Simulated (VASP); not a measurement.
# HfB (Fm-3m) in VASP: a series of runs

HfB is run at these levels: PBE; tasks: single point.

Program: VASP 6.6.1. These are calculated values, not measurements. Logs are shortened: lines on timing, memory, paths and dates and some standing lists are left out, and cuts for length are marked.

### 1 The cell of the first run

The structure is cubic, space group Fm-3m (No. 225). The conventional cell has a = 4.811 Å, b = 4.811 Å, c = 4.811 Å, α = 90.00°, β = 90.00°, γ = 90.00°. Within 3.2 Å of Hf (site symmetry m-3m) lie 6 B at 2.41 Å. Within 3.2 Å of B (site symmetry m-3m) lie 6 Hf at 2.41 Å.

### 2 Single point, PBE

INCAR

```
SYSTEM = HfB
PREC     = Accurate       ! precision mode
ENCUT    = 520            ! plane-wave cutoff, eV
EDIFF    = 1E-7           ! SCF threshold, eV
ISMEAR   = -1             ! smearing method
SIGMA    = 0.1            ! smearing width, eV
LREAL    = .False.        ! projectors in reciprocal space
LASPH    = .True.         ! aspherical terms in the spheres
NELM     = 100            ! most SCF steps
ALGO     = Normal         ! electronic algorithm
ISIF     = 2              ! what is computed and relaxed
LWAVE    = .False.        ! write WAVECAR
LCHARG   = .True.         ! write CHGCAR
GGA      = PE             ! functional
LELF     = .True.         ! ELF
LVHAR    = .True.       
NBANDS   = 14             ! bands
```

KPOINTS

```
Automatic mesh
0
Gamma
  7 7 7
  0 0 0
```

POSCAR

```
HfB
1.0
    0.0000000000      2.4056251479      2.4056251479
    2.4056251479      0.0000000000      2.4056251479
    2.4056251479      2.4056251479      0.0000000000
Hf B
1 1
Direct
    0.0000000000      0.0000000000      0.0000000000
    0.5000000000      0.5000000000      0.5000000000
```

Potentials or basis: VASP PAW PBE potentials, release 64 (Hf_pv, B).

The run is started by

```sh
$ cat potpaw_PBE.64/Hf_pv/POTCAR potpaw_PBE.64/B/POTCAR > POTCAR
$ mpirun -np 1 vasp_std > vasp.out
```

OUTCAR:

```text
SYSTEM = HfB
   PREC = Accurate
   ENCUT = 520
   EDIFF = 1E-7
   ISMEAR = -1
   LREAL = .False.
   LASPH = .True.
   NELM = 100
   ISIF = 2
   GGA = PE

 ion  position               nearest neighbor table
   1  0.000  0.000  0.000-   2 2.41   2 2.41   2 2.41   2 2.41   2 2.41   2 2.41
   2  0.500  0.500  0.500-   1 2.41   1 2.41   1 2.41   1 2.41   1 2.41   1 2.41

  LATTYP: Found a face centered cubic cell.
 ALAT       =     4.8112502958

  Lattice vectors:

 A1 = (   0.0000000000,   2.4056251479,   2.4056251479)
 A2 = (   2.4056251479,   0.0000000000,   2.4056251479)
 A3 = (   2.4056251479,   2.4056251479,   0.0000000000)

Analysis of symmetry for initial positions (statically):
=====================================================================
 Subroutine PRICEL returns:
 Original cell was already a primitive cell.

 Routine SETGRP: Setting up the symmetry group for a
 face centered cubic supercell.

 Subroutine GETGRP returns: Found 48 space group operations
[... 9 lines left out ...]

 Routine SETGRP: Setting up the symmetry group for a
 face centered cubic supercell.

 Subroutine GETGRP returns: Found 48 space group operations
[... 11 lines left out ...]
                                     Primitive cell

  volume of cell :      27.8429

  direct lattice vectors                    reciprocal lattice vectors
     0.000000000  2.405625148  2.405625148    -0.207846181  0.207846181  0.207846181
     2.405625148  0.000000000  2.405625148     0.207846181 -0.207846181  0.207846181
     2.405625148  2.405625148  0.000000000     0.207846181  0.207846181 -0.207846181

  length of vectors
     3.402067710  3.402067710  3.402067710     0.360000146  0.360000146  0.360000146

  position of ions in fractional coordinates (direct lattice)
     0.000000000  0.000000000  0.000000000
     0.500000000  0.500000000  0.500000000

  ion indices of the primitive-cell ions
   primitive index   ion index
                 1           1
                 2           2

----------------------------------------------------------------------------------------

 KPOINTS: Automatic mesh

Automatic generation of k-mesh.
 Grid dimensions read from file:
 generate k-points for:    7    7    7

 Generating k-lattice:

  Cartesian coordinates                     Fractional coordinates (reciprocal lattice)
    -0.029692312  0.029692312  0.029692312     0.142857143  0.000000000  0.000000000
[... 54 lines left out ...]
   EDIFF  = 0.1E-06   stopping-criterion for ELM
   LREAL  =      F    real-space projection
   EDIFFG = 0.1E-05   stopping-criterion for IOM
   NSW    =      0    number of steps for IOM
   IBRION =     -1    ionic relax: 0-MD 1-quasi-New 2-CG
   NFREE  =      0    steps in history (QN), initial steepest desc. (CG)
   ISIF   =      2    stress and relaxation
   ISYM   =      2    0-nonsym 1-usesym 2-fastsym
   POTIM  = 0.5000    time-step for ionic-motion
   TEBEG  =    0.0;   TEEND  =   0.0 temperature during run
   PSTRESS=    0.0 pullay stress
   NELECT =      13.0000    total number of electrons
   NUPDOWN=      -1.0000    fix difference up-down
   EMIN   =  10.00;   EMAX   =-10.00  energy-range for DOS
   EFERMI =   0.00;   METHOD = LEGACY
   ISMEAR =    -1;   SIGMA  =   0.10  broadening in eV -4-tet -1-fermi 0-gaus
   EFERMI_NEDOS =   21; number of points for ismear=-14 and -15
   IALGO  =     38    algorithm
   IMIX   =      4    mixing-type and parameters
     AMIX     =   0.40;   BMIX     =  1.00
     AMIX_MAG =   1.60;   BMIX_MAG =  1.00
  volume/ion in A,a.u.               =      13.92        93.95
  Fermi-wavevector in a.u.,A,eV,Ry     =   1.270042  2.400031 21.946279  1.613006
  Thomas-Fermi vector in A             =   2.403050
   LORBIT       =      0    0 simple, 1 ext, 2 COOP (PROOUT), +10 PAW based schemes
   GGA     = PE    functional components
[... 5 lines left out ...]
 non-spin polarized calculation
  energy-cutoff  :      520.00
  volume of cell :       27.84
 maximum number of plane-waves:       760
 NGX is ok and might be reduce to    28
   NGX = 13   NGY = 13   NGZ = 13

 number of electron      13.0000000 magnetization

 Free energy of the ion-electron system (eV)
  ---------------------------------------------------
  ext. energy  EPLUGINS =         0.00000000
  ---------------------------------------------------
  free energy    TOTEN  =       -17.46614112 eV

  energy without entropy =      -17.41476097  energy(sigma->0) =      -17.44045105

 E-fermi :   4.3569     XC(G=0): -11.7321

 val. band max:        4.2983577779   @ k =   0.4286   0.2857   0.1429
 cond. band min:       4.3641139780   @ k =  -0.4286   0.4286   0.1429
 fundamental gap:      0.0657562000
 Fermi energy:         4.3569039602

 k-point     1 :       0.0000    0.0000    0.0000
  band No.  band energies     occupation
      1     -24.5750      2.00000
      2     -24.5750      2.00000
      3     -24.5750      2.00000
      4      -4.7965      2.00000
      5       6.4365      0.00000
      6       6.4365      0.00000
      7       6.4365      0.00000
      8       7.9889      0.00000
      9       7.9889      0.00000
     10       7.9889      0.00000
     11       8.1368      0.00000
     12       8.1368      0.00000
     13      15.5775      0.00000
     14      15.5822      0.00000
[... 309 lines left out ...]
      1     -24.8879      2.00000
      2     -24.8636      2.00000
      3     -24.7187      2.00000
      4      -1.1053      2.00000
      5       2.2698      2.00000
      6       3.0129      2.00000
      7       3.8075      1.99182
      8       8.4361      0.00000
      9       9.7455      0.00000
     10      11.3407      0.00000
     11      11.9200      0.00000
     12      14.0240      0.00000
     13      18.3841      0.00000
     14      18.6879      0.00000

------------------------ aborting loop because EDIFF is reached ----------------------------------------

  FORCE on cell =-STRESS in cart. coord.  units (eV):
  Direction    XX          YY          ZZ          XY          YZ          ZX
  --------------------------------------------------------------------------------------
  -------------------------------------------------------------------------------------
  Total        0.5125908      0.5125908      0.5125908      0.0000000      0.0000000      0.0000000
  in kB       29.4962978     29.4962978     29.4962978      0.0000000      0.0000000      0.0000000
  external PRESSURE =      29.4962978 kB  Pullay stress =       0.0000000 kB

 VOLUME and BASIS-vectors are now :
 -----------------------------------------------------------------------------
  energy-cutoff  :      520.00
  volume of cell :       27.84
      direct lattice vectors                 reciprocal lattice vectors
     0.000000000  2.405625148  2.405625148    -0.207846181  0.207846181  0.207846181
     2.405625148  0.000000000  2.405625148     0.207846181 -0.207846181  0.207846181
     2.405625148  2.405625148  0.000000000     0.207846181  0.207846181 -0.207846181

 POSITION                                       TOTAL-FORCE (eV/Angst)
 -----------------------------------------------------------------------------------
      0.00000      0.00000      0.00000         0.000000     -0.000000      0.000000
      2.40563      2.40563      2.40563        -0.000000      0.000000     -0.000000
 -----------------------------------------------------------------------------------
    total drift:                               -0.000000      0.000000      0.000000

  FREE ENERGIE OF THE ION-ELECTRON SYSTEM (eV)
  ---------------------------------------------------
  free  energy   TOTEN  =       -17.4661411220 eV

  energy  without entropy=      -17.4147609688  energy(sigma->0) =      -17.44045105
```

OSZICAR:

```text
N       E                     dE             d eps       ncg     rms          rms(c)
DAV:   1     0.230845892611E+02    0.23085E+02   -0.65280E+03   560   0.832E+02
DAV:   2    -0.180321145031E+02   -0.41117E+02   -0.39117E+02   700   0.191E+02
DAV:   3    -0.192176740406E+02   -0.11856E+01   -0.11803E+01   692   0.221E+01
DAV:   4    -0.192225476766E+02   -0.48736E-02   -0.48734E-02   626   0.181E+00
DAV:   5    -0.192225765190E+02   -0.28842E-04   -0.28842E-04   710   0.124E-01    0.550E+01
DAV:   6    -0.175141021527E+02    0.17085E+01   -0.28785E+00   632   0.102E+01    0.353E+01
DAV:   7    -0.174896100344E+02    0.24492E-01   -0.64653E-01   692   0.513E+00    0.109E+01
DAV:   8    -0.174664199541E+02    0.23190E-01   -0.72706E-02   622   0.160E+00    0.115E+00
DAV:   9    -0.174661374242E+02    0.28253E-03   -0.43449E-03   728   0.451E-01    0.297E-01
DAV:  10    -0.174661403531E+02   -0.29289E-05   -0.12537E-04   650   0.829E-02    0.475E-02
DAV:  11    -0.174661425943E+02   -0.22411E-05   -0.46958E-06   716   0.177E-02    0.531E-02
DAV:  12    -0.174661410465E+02    0.15477E-05   -0.19893E-06   626   0.107E-02    0.423E-03
DAV:  13    -0.174661411220E+02   -0.75529E-07   -0.76448E-08   514   0.234E-03
   1 F= -.17466141E+02 E0= -.17440451E+02  d E =-.513802E-01
```

stdout:

```text
POSCAR found type information on POSCAR HfB
 POSCAR found :  2 types and       2 ions
 scaLAPACK will be used
 LDA part: xc-table for (Slater+PW92), standard interpolation
 POSCAR, INCAR and KPOINTS ok, starting setup
 FFT: planning ... GRIDC
 FFT: planning ... GRID_SOFT
 FFT: planning ... GRID
 WAVECAR not read
 entering main loop
```

It took 7.1 s on 1 thread of Intel Xeon Platinum 8488C (Sapphire Rapids), shared host; peak memory 0.15 GiB.

Results:

```yaml
Free_energy: -17.4661 eV
Pressure: 2.9 GPa
```

Levels at points of the mesh, in eV from the Fermi level:
| k point | band 3 | band 4 | band 5 | band 6 | band 7 | band 8 | band 9 | band 10 |
| --- | --- | --- | --- | --- | --- | --- | --- | --- |
| (0.00, 0.00, 0.00) | -28.93 | -9.15 | 2.08 | 2.08 | 2.08 | 3.63 | 3.63 | 3.63 |

Caveat: spin-orbit coupling is left out, which moves the levels of the heavy elements.

### 3 Single point, PBE

This run uses another cell than the first one, of 14.13 Å³/atom, 1.015 times its volume.

INCAR

```
ALGO = Normal
EDIFF = 1E-6
ENCUT = 520
GGA = PE
ISIF = 2
ISMEAR = -1
LASPH = T
LCHARG = T
LELF = T
LREAL = F
LVHAR = T
LWAVE = F
NBANDS = 14
NELM = 80
PREC = Accurate
SIGMA = 0.1
```

KPOINTS

```
k-points
0
Gamma
  7 7 7
```

POSCAR

```
HfB
1.0
    0.0000000000      2.4177749759      2.4177749759
    2.4177749759      0.0000000000      2.4177749759
    2.4177749759      2.4177749759      0.0000000000
Hf B
1 1
Direct
    0.0000000000      0.0000000000      0.0000000000
    0.5000000000      0.5000000000      0.5000000000
```

Potentials or basis: VASP PAW PBE potentials, release 64 (Hf_pv, B).

The run is started by

```sh
$ cat potpaw_PBE.64/Hf_pv/POTCAR potpaw_PBE.64/B/POTCAR > POTCAR
$ mpirun -np 1 vasp_std > vasp.out
```

OUTCAR:

```text
EDIFF = 1E-6
   ENCUT = 520
   GGA = PE
   ISIF = 2
   ISMEAR = -1
   LASPH = T
   LREAL = F
   NELM = 80
   PREC = Accurate

 ion  position               nearest neighbor table
   1  0.000  0.000  0.000-   2 2.42   2 2.42   2 2.42   2 2.42   2 2.42   2 2.42
   2  0.500  0.500  0.500-   1 2.42   1 2.42   1 2.42   1 2.42   1 2.42   1 2.42

  LATTYP: Found a face centered cubic cell.
 ALAT       =     4.8355499518

  Lattice vectors:

 A1 = (   0.0000000000,   2.4177749759,   2.4177749759)
 A2 = (   2.4177749759,   0.0000000000,   2.4177749759)
 A3 = (   2.4177749759,   2.4177749759,   0.0000000000)

Analysis of symmetry for initial positions (statically):
=====================================================================
 Subroutine PRICEL returns:
 Original cell was already a primitive cell.

 Routine SETGRP: Setting up the symmetry group for a
 face centered cubic supercell.

 Subroutine GETGRP returns: Found 48 space group operations
[... 9 lines left out ...]

 Routine SETGRP: Setting up the symmetry group for a
[... 159 lines left out ...]
      2     -24.7451      2.00000
      3     -24.7451      2.00000
      4      -4.8338      2.00000
      5       6.3278      0.00000
      6       6.3278      0.00000
      7       6.3278      0.00000
      8       7.8589      0.00000
      9       7.8589      0.00000
     10       7.8589      0.00000
     11       7.9904      0.00000
     12       7.9904      0.00000
     13      15.2783      0.00000
     14      15.4304      0.00000
[... 309 lines left out ...]
      1     -25.0404      2.00000
      2     -25.0174      2.00000
      3     -24.8809      2.00000
      4      -1.1788      2.00000
      5       2.1912      2.00000
      6       2.9171      2.00000
      7       3.7182      1.99176
      8       8.2866      0.00000
      9       9.5755      0.00000
     10      11.1300      0.00000
     11      11.6811      0.00000
     12      13.7492      0.00000
     13      18.0756      0.00000
     14      18.4318      0.00000

------------------------ aborting loop because EDIFF is reached ----------------------------------------

  FORCE on cell =-STRESS in cart. coord.  units (eV):
  Direction    XX          YY          ZZ          XY          YZ          ZX
  --------------------------------------------------------------------------------------
  -------------------------------------------------------------------------------------
  Total        0.0493332      0.0493332      0.0493332     -0.0000000      0.0000000      0.0000000
  in kB        2.7962258      2.7962258      2.7962258     -0.0000000      0.0000000      0.0000000
  external PRESSURE =       2.7962258 kB  Pullay stress =       0.0000000 kB

 VOLUME and BASIS-vectors are now :
 -----------------------------------------------------------------------------
  energy-cutoff  :      520.00
  volume of cell :       28.27
      direct lattice vectors                 reciprocal lattice vectors
     0.000000000  2.417774976  2.417774976    -0.206801710  0.206801710  0.206801710
     2.417774976  0.000000000  2.417774976     0.206801710 -0.206801710  0.206801710
     2.417774976  2.417774976  0.000000000     0.206801710  0.206801710 -0.206801710

 POSITION                                       TOTAL-FORCE (eV/Angst)
 -----------------------------------------------------------------------------------
      0.00000      0.00000      0.00000         0.000000     -0.000000      0.000000
      2.41777      2.41777      2.41777        -0.000000      0.000000     -0.000000
 -----------------------------------------------------------------------------------
    total drift:                               -0.000000      0.000000      0.000000

  FREE ENERGIE OF THE ION-ELECTRON SYSTEM (eV)
  ---------------------------------------------------
  free  energy   TOTEN  =       -17.4705348306 eV

  energy  without entropy=      -17.4188411395  energy(sigma->0) =      -17.44468799
```

OSZICAR:

```text
N       E                     dE             d eps       ncg     rms          rms(c)
DAV:   1     0.187065065166E+02    0.18707E+02   -0.64130E+03   560   0.822E+02
DAV:   2    -0.183618603546E+02   -0.37068E+02   -0.35483E+02   728   0.183E+02
DAV:   3    -0.192369932560E+02   -0.87513E+00   -0.87219E+00   692   0.193E+01
DAV:   4    -0.192405476792E+02   -0.35544E-02   -0.35543E-02   644   0.159E+00
DAV:   5    -0.192405700925E+02   -0.22413E-04   -0.22413E-04   692   0.109E-01    0.538E+01
DAV:   6    -0.175172630707E+02    0.17233E+01   -0.29251E+00   632   0.102E+01    0.346E+01
DAV:   7    -0.174932849533E+02    0.23978E-01   -0.63886E-01   692   0.509E+00    0.109E+01
DAV:   8    -0.174709511615E+02    0.22334E-01   -0.70875E-02   622   0.158E+00    0.112E+00
DAV:   9    -0.174705387895E+02    0.41237E-03   -0.46211E-03   710   0.454E-01    0.299E-01
DAV:  10    -0.174705337028E+02    0.50867E-05   -0.15401E-04   656   0.922E-02    0.603E-02
DAV:  11    -0.174705367227E+02   -0.30198E-05   -0.71809E-06   710   0.211E-02    0.583E-02
DAV:  12    -0.174705347620E+02    0.19606E-05   -0.25676E-06   614   0.122E-02    0.378E-03
DAV:  13    -0.174705348306E+02   -0.68524E-07   -0.10325E-07   460   0.273E-03
   1 F= -.17470535E+02 E0= -.17444688E+02  d E =-.516937E-01
```

It took 7 s on 1 thread of Intel Xeon Platinum 8488C (Sapphire Rapids), shared host; peak memory 0.15 GiB.

What came out:

```
Free energy : -17.4705 eV
Pressure    : 0.3 GPa
```

Caveat: spin-orbit coupling is left out, which moves the levels of the heavy elements.

### 4 Single point, PBE

This run uses another cell than the first one, of 14.35 Å³/atom, 1.030 times its volume.

INCAR

```
SYSTEM = HfB
  PREC = Accurate
  ENCUT = 520
  EDIFF = 1E-7
  ISMEAR = -1
  SIGMA = 0.1
  LREAL = .False.
  LASPH = .True.
  NELM = 60
  ALGO = Normal
  ISIF = 2
  LWAVE = .False.
  LCHARG = .False.
  GGA = PE
  NBANDS = 14
```

KPOINTS

```
regular mesh
0
Gamma
  7 7 7
  0 0 0
```

POSCAR

```
HfB
1.0
    0.0000000000      2.4298039052      2.4298039052
    2.4298039052      0.0000000000      2.4298039052
    2.4298039052      2.4298039052      0.0000000000
Hf B
1 1
Direct
    0.0000000000      0.0000000000      0.0000000000
    0.5000000000      0.5000000000      0.5000000000
```

The run is started by

```sh
$ cat potpaw_PBE.64/Hf_pv/POTCAR potpaw_PBE.64/B/POTCAR > POTCAR
$ mpirun -np 1 vasp_std > vasp.out
```

Run time: 6.6 s. Hardware: 1 thread of Intel Xeon Platinum 8488C (Sapphire Rapids), shared host; peak memory 0.15 GiB.

It converged, with:

| Quantity | Value |
| --- | --- |
| Free energy | -17.4681 eV |
| Pressure | -2.2 GPa |

Levels at points of the mesh, in eV from the Fermi level:
| k point | band 3 | band 4 | band 5 | band 6 | band 7 | band 8 | band 9 | band 10 | band 11 | band 12 |
| --- | --- | --- | --- | --- | --- | --- | --- | --- | --- | --- |
| (0.00, 0.00, 0.00) | -29.09 | -9.05 | 2.04 | 2.04 | 2.04 | 3.55 | 3.55 | 3.55 | 3.67 | 3.67 |

Caveat: spin-orbit coupling is left out, which moves the levels of the heavy elements.

### 5 Overview

```tsv
cell	gap on the mesh (eV)	pressure (GPa)
a = 3.402 Å, angles 60.0°, 2 atoms	none	2.9
a = 3.419 Å, angles 60.0°, 2 atoms	none	0.3
a = 3.436 Å, angles 60.0°, 2 atoms	none	-2.2
```

Alike in all rows: task single point; level PBE; potentials or basis VASP PAW PBE potentials, release 64 (Hf_pv, B); no spin polarisation; k mesh 7 × 7 × 7; cutoff (eV) 520; smearing fermi-dirac 0.1 eV.

Caveats: spin-orbit coupling is left out, which moves the levels of the heavy elements.

Total energies depend on the potentials used, so only differences within one code and one set of settings carry meaning.
